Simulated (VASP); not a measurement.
# Si (P6_3/mmc) in VASP: relaxation of cell and atoms with PBEsol

Aim: the relaxation of cell and atoms of Si with PBEsol.

Everything below comes from runs of VASP 6.6.1. Logs are shortened: lines on timing, memory, paths and dates and some standing lists are left out, and cuts for length are marked.

## Step 1: The cell of the first run

It takes space group P6_3/mmc (No. 194, hexagonal). The conventional cell has a = 3.331 Å, b = 3.331 Å, c = 8.995 Å, α = 90.00°, β = 90.00°, γ = 120.00°. Si (site symmetry -6m2) has 3 Si at 1.92 Å within 2.6 Å. Si (site symmetry -6m2) has 3 Si at 1.92 Å within 2.6 Å.

This isn't the form of Si at room conditions, which is diamond.

## Step 2: Relaxation of cell and atoms, PBEsol, target pressure -1.2 GPa, at which the enthalpy is minimised

File INCAR:

```
SYSTEM = Si
PREC = Accurate
ENCUT = 500
EDIFF = 1E-7
ISMEAR = -1
SIGMA = 0.08
LREAL = .False.
LASPH = .True.
NELM = 120
ALGO = Normal
ISIF = 3
LWAVE = .False.
LCHARG = .False.
GGA = PS
IBRION = 2
NSW = 60
EDIFFG = -0.005
PSTRESS = -12.0
GGA_COMPAT = .False.
NELMIN = 4
```

File KPOINTS:

```
Automatic mesh
0
Gamma
  10 10 4
  0 0 0
```

File POSCAR:

```
Si
1.0
    3.3314659042      0.0000000000      0.0000000000
   -1.6657329521      2.8851341049      0.0000000000
    0.0000000000      0.0000000000      8.9949579413
Si
4
Direct
    0.0000000000      0.0000000000      0.2500000000
    0.0000000000      0.0000000000      0.7500000000
    0.3333333333      0.6666666667      0.2500000000
    0.6666666667      0.3333333333      0.7500000000
```

Potentials or basis: VASP PAW PBE potentials, release 64 (Si).

Started as:

```console
$ cat potpaw_PBE.64/Si/POTCAR > POTCAR
$ mpirun -np 1 vasp_std > vasp.out
```

OUTCAR:

```text
SYSTEM = Si
   PREC = Accurate
   ENCUT = 500
   EDIFF = 1E-7
   ISMEAR = -1
   LREAL = .False.
   LASPH = .True.
   NELM = 120
   ISIF = 3
   GGA = PS
   IBRION = 2
   NSW = 60
   EDIFFG = -0.005
   PSTRESS = -12.0
   NELMIN = 4

 ion  position               nearest neighbor table
   1  0.000  0.000  0.250-   3 1.92   3 1.92   3 1.92
   2  0.000  0.000  0.750-   4 1.92   4 1.92   4 1.92
   3  0.333  0.667  0.250-   1 1.92   1 1.92   1 1.92
   4  0.667  0.333  0.750-   2 1.92   2 1.92   2 1.92

  LATTYP: Found a hexagonal cell.
 ALAT       =     3.3314659042
 C/A-ratio  =     2.7000000000

  Lattice vectors:

 A1 = (   3.3314659042,   0.0000000000,   0.0000000000)
 A2 = (  -1.6657329521,   2.8851341049,   0.0000000000)
 A3 = (   0.0000000000,   0.0000000000,   8.9949579413)

Analysis of symmetry for initial positions (statically):
=====================================================================
 Subroutine PRICEL returns:
 Original cell was already a primitive cell.

 Routine SETGRP: Setting up the symmetry group for a
 hexagonal supercell.

 Subroutine GETGRP returns: Found 24 space group operations
 (whereof 12 operations were pure point group operations)
 out of a pool of 24 trial point group operations.

The static configuration has the point symmetry D_3d.
 The point group associated with its full space group is D_6h.

Analysis of symmetry for dynamics (positions and initial velocities):
=====================================================================
 Subroutine PRICEL returns:
 Original cell was already a primitive cell.

 Routine SETGRP: Setting up the symmetry group for a
 hexagonal supercell.

 Subroutine GETGRP returns: Found 24 space group operations
 (whereof 12 operations were pure point group operations)
 out of a pool of 24 trial point group operations.

The dynamic configuration has the point symmetry D_3d.
 The point group associated with its full space group is D_6h.

 Subroutine INISYM returns: Found 24 space group operations
 (whereof 12 operations are pure point group operations),
 and found     1 'primitive' translations

----------------------------------------------------------------------------------------

                                     Primitive cell

  volume of cell :      86.4571

[... 73 lines left out ...]
 [... further k-points ...]
   k-points           NKPTS =     42   k-points in BZ     NKDIM =     42   number of bands    NBANDS=     12
   number of dos      NEDOS =    301   number of ions     NIONS =      4
   total plane-waves  NPLWV =  40320
   dimension x,y,z NGX =    24 NGY =   24 NGZ =   70
   dimension x,y,z NGXF=    48 NGYF=   48 NGZF=  140
   ions per type =               4
   NGX,Y,Z   is equivalent  to a cutoff of  11.98, 11.98, 12.94 a.u.
   NGXF,Y,Z  is equivalent  to a cutoff of  23.95, 23.95, 25.87 a.u.
 SYSTEM =  Si
   PREC   = accura    normal or accurate (medium, high low for compatibility)
   ISTART =      0    job   : 0-new  1-cont  2-samecut
   ICHARG =      2    charge: 1-file 2-atom 10-const
   ISPIN  =      1    spin polarized calculation?
   LNONCOLLINEAR =      F non collinear calculations
   LSORBIT =      F    spin-orbit coupling
   LASPH  =      T    aspherical Exc in radial PAW
   ENCUT  =  500.0 eV  36.75 Ry    6.06 a.u.   6.07  6.07 16.40*2*pi/ulx,y,z
   NELM   =    120;   NELMIN=  4; NELMDL= -5     # of ELM steps
   EDIFF  = 0.1E-06   stopping-criterion for ELM
   LREAL  =      F    real-space projection
   EDIFFG = -.5E-02   stopping-criterion for IOM
   NSW    =     60    number of steps for IOM
   IBRION =      2    ionic relax: 0-MD 1-quasi-New 2-CG
   NFREE  =      1    steps in history (QN), initial steepest desc. (CG)
   ISIF   =      3    stress and relaxation
   ISYM   =      2    0-nonsym 1-usesym 2-fastsym
   POTIM  = 0.5000    time-step for ionic-motion
   TEBEG  =    0.0;   TEEND  =   0.0 temperature during run
   PSTRESS=  -12.0 pullay stress
   NELECT =      16.0000    total number of electrons
   NUPDOWN=      -1.0000    fix difference up-down
   EMIN   =  10.00;   EMAX   =-10.00  energy-range for DOS
   EFERMI =   0.00;   METHOD = LEGACY
   ISMEAR =    -1;   SIGMA  =   0.08  broadening in eV -4-tet -1-fermi 0-gaus
   EFERMI_NEDOS =   21; number of points for ismear=-14 and -15
   IALGO  =     38    algorithm
   IMIX   =      4    mixing-type and parameters
     AMIX     =   0.40;   BMIX     =  1.00
     AMIX_MAG =   1.60;   BMIX_MAG =  1.00
  volume/ion in A,a.u.               =      21.61       145.86
  Fermi-wavevector in a.u.,A,eV,Ry     =   0.932928  1.762978 11.841886  0.870354
  Thomas-Fermi vector in A             =   2.059576
   LORBIT       =      0    0 simple, 1 ext, 2 COOP (PROOUT), +10 PAW based schemes
   GGA     = PS    functional components
   LHFCALC =     F    Hartree Fock is set to
   AEXX    =    0.0000 exact exchange contribution
   IVDW    =     0    specifies the selected vdW correction
   LEPSILON=     F    determine dielectric tensor
   LRPA    =     F    only Hartree local field effects (RPA)
 conjugate gradient relaxation of ions
 non-spin polarized calculation
  energy-cutoff  :      500.00
  volume of cell :       86.46
 maximum number of plane-waves:      2224
   NGX = 13   NGY = 13   NGZ = 33

--------------------------------------- Ionic step        1  -------------------------------------------

 number of electron      15.9999999 magnetization

 Free energy of the ion-electron system (eV)
  ---------------------------------------------------
  ext. energy  EPLUGINS =         0.00000000
  ---------------------------------------------------
  free energy    TOTEN  =       -13.63453754 eV

  energy without entropy =      -13.63265411  energy(sigma->0) =      -13.63359583

 E-fermi :   4.7045     XC(G=0):  -8.6418

 val. band max:        4.4663405288   @ k =   0.3000   0.3000   0.0000
 cond. band min:       5.0157433393   @ k =   0.5000  -0.0000   0.2500
 fundamental gap:      0.5494028105
 Fermi energy:         4.7044921312
[... 833 lines left out ...]
      1      -8.5304      2.00000
      2      -8.5277      2.00000
      3      -6.6302      2.00000
      4      -6.6279      2.00000
      5      -2.8598      2.00000
      6      -2.8575      2.00000
      7      -0.3695      2.00000
      8      -0.2943      1.99999
      9       1.5236      0.00006
     10       1.5853      0.00003
     11       1.9974      0.00000
     12       2.0037      0.00000

 [... further k-points ...]

[... ionic steps 4 to 30 ...]

--------------------------------------- Ionic step       31  -------------------------------------------

 number of electron      16.0000003 magnetization

------------------------ aborting loop because EDIFF is reached ----------------------------------------
[... 75 lines left out ...]
--------------------------------------- Ionic step       33  -------------------------------------------

 number of electron      16.0000032 magnetization

 Free energy of the ion-electron system (eV)
  ---------------------------------------------------
  ext. energy  EPLUGINS =         0.00000000
  ---------------------------------------------------
  free energy    TOTEN  =       -19.60636230 eV

  energy without entropy =      -19.60463085  energy(sigma->0) =      -19.60549657

 E-fermi :  -1.8253     XC(G=0):  -3.5913

 val. band max:       -2.2264585338   @ k =   0.3000   0.3000   0.5000
 cond. band min:      -1.3913400233   @ k =   0.3000   0.3000   0.0000
 fundamental gap:      0.8351185105
 Fermi energy:        -1.8252894082
[... 395 lines left out ...]
  energy  without entropy=      -19.6046308505  energy(sigma->0) =      -19.60549657

  enthalpy is  TOTEN    =       -21.9542986618 eV   P V=       -2.3479363649

 reached required accuracy - stopping structural energy minimisation
```

CONTCAR:

```text
Si
   1.00000000000000
     3.9405873373372011    0.0000000000000002    0.0000000000000001
    -1.9702936686686008    3.4126487397174334    0.0000000000000001
    -0.0000000000000003    0.0000000000000002   23.3111184975652463
  Si
     4
Direct
     0.0000000000000000    0.0000000000000000    0.2500000000000000
     0.0000000000000000    0.0000000000000000    0.7500000000000000
     0.3333333332999970    0.6666666667000030    0.2500000000000000
     0.6666666667000030    0.3333333332999970    0.7500000000000000

  0.00000000E+00  0.00000000E+00  0.00000000E+00
  0.00000000E+00  0.00000000E+00  0.00000000E+00
  0.00000000E+00  0.00000000E+00  0.00000000E+00
  0.00000000E+00  0.00000000E+00  0.00000000E+00
```

Wall time 17 min (1 thread of Intel Xeon 8259CL, shared host); peak memory 0.21 GiB.

Results:

```
Free energy                                                : -19.6064 eV
Relaxed cell                                               : a = 3.941 Å, b = 3.941 Å, c = 23.311 Å, α = 90.00°, β = 90.00°, γ = 120.00°
Space group after relaxing (to 0.1 Å)                      : P6_3/mmc (No. 194)
Energy change on relaxing (the run minimises the enthalpy) : -1493.0 meV/atom
Ionic steps                                                : 33
Pressure after relaxing                                    : -1.2 GPa
Band gap on the k mesh                                     : 0.84 eV
```

Step by step:
```csv
step,energy change (eV),largest force (eV/Å),pressure (GPa),volume (Å³)
1,0.0000,0.0000,59.24,86.46
2,0.8168,0.0000,-7.41,218.65
3,-1.2799,0.0000,-8.72,187.99
4,-3.2487,0.0000,-9.88,163.75
5,-6.4414,0.0000,-3.27,122.04
6,-6.4711,0.0000,2.09,114.82
7,-6.4973,0.0000,-1.28,119.02
8,-6.5019,0.0000,-0.77,118.32
9,-6.5007,0.0000,-0.77,118.52
10,-6.4970,0.0000,-0.78,119.13
11,-6.4963,0.0000,-0.87,119.28
12,-6.4934,0.0000,-1.13,119.73
13,-6.4931,0.0000,-1.16,119.77
14,-6.4928,0.0000,-1.15,119.83
15,-6.4918,0.0000,-1.15,120.00
16,-6.4898,0.0000,-1.15,120.34
17,-6.4859,0.0000,-1.14,121.03
18,-6.4784,0.0000,-1.13,122.40
19,-6.4647,0.0000,-1.11,125.14
20,-6.4424,0.0000,-1.06,130.62
21,-6.4133,0.0000,-0.98,141.60
22,-6.3850,0.0000,-0.93,163.61
23,-6.3348,0.0000,-0.89,207.85
24,-6.0808,0.0000,-1.02,297.18
25,-2.1742,0.0000,-2.20,479.25
26,-6.0498,0.0000,-1.04,302.26
27,-5.9719,0.0000,-1.09,313.38
28,-6.0010,0.0000,-1.07,309.45
29,-4.3421,0.0000,-3.81,384.23
30,-5.9905,0.0000,-1.20,310.93
31,-5.9917,0.0000,-1.19,310.78
32,-5.9242,0.0000,-1.23,319.54
33,-5.9718,0.0000,-1.20,313.48
```

Final structure:
```
Si
1.0
     3.94059    0.00000    0.00000
    -1.97029    3.41265    0.00000
     0.00000    0.00000   23.31112
Si
4
Direct
  0.00000 0.00000 0.25000
  0.00000 0.00000 0.75000
  0.33333 0.66667 0.25000
  0.66667 0.33333 0.75000
```

Levels at points of the mesh, in eV from the valence-band top:
```
           k point  band 5  band 6  band 7  band 8  band 9  band 10  band 11  band 12
(0.00, 0.00, 0.00)   -1.48   -1.48   -1.47   -1.47    1.43     1.44     2.84     2.84
(0.50, 0.00, 0.00)   -2.77   -2.77   -0.55   -0.55    0.89     0.89     1.11     1.12
(0.00, 0.00, 0.50)   -1.47   -1.47   -1.47   -1.47    1.44     1.44     2.85     2.85
(0.50, 0.00, 0.50)   -2.77   -2.77   -0.55   -0.55    0.89     0.89     1.12     1.12
```

Caveat: the cell is relaxed towards a set pressure, so the run minimises the enthalpy, not the energy; the volume moved by over 15 % at a fixed basis, so the end points are rough; the PAW data sets were made with another functional, which shifts forces and pressure a little.
